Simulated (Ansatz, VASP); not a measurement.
Two plane-wave programs on MgO

```
Mg O
1.0
     2.62335    0.00000    0.00000
     0.00000    2.62335    0.00000
     0.00000    0.00000    2.62335
Mg O
1 1
Direct
  0.00000 0.00000 0.00000
  0.50000 0.50000 0.50000
```

Alike in both runs: task single point; functional r2SCAN; k mesh 6 × 6 × 6; occupations gaussian, width 0.2 eV; no spin polarisation.

|  | VASP | Ansatz |
| --- | --- | --- |
| version | VASP 6.6.1 | Ansatz 0.2.0 |
| potentials or method | VASP PAW PBE potentials, release 64 (Mg, O) | plane waves |
| plane-wave cutoff (eV) | 660 | 500 |
| valence electrons in the cell | 8 | 16 |

Ansatz gave:

| Property | Result |
| --- | --- |
| gap on the k mesh at the Fermi level (eV) | 3.49 |
| pressure (GPa) | 0.0 |

Estimate VASP's values.

gap on the k mesh at the Fermi level (eV): 3.45; pressure (GPa): -1.4.

VASP's potentials were made for PBE, not for r2SCAN. VASP's potentials hold 8 valence electrons a cell and Ansatz's 16, so a difference there can come from the potentials and not from the codes.
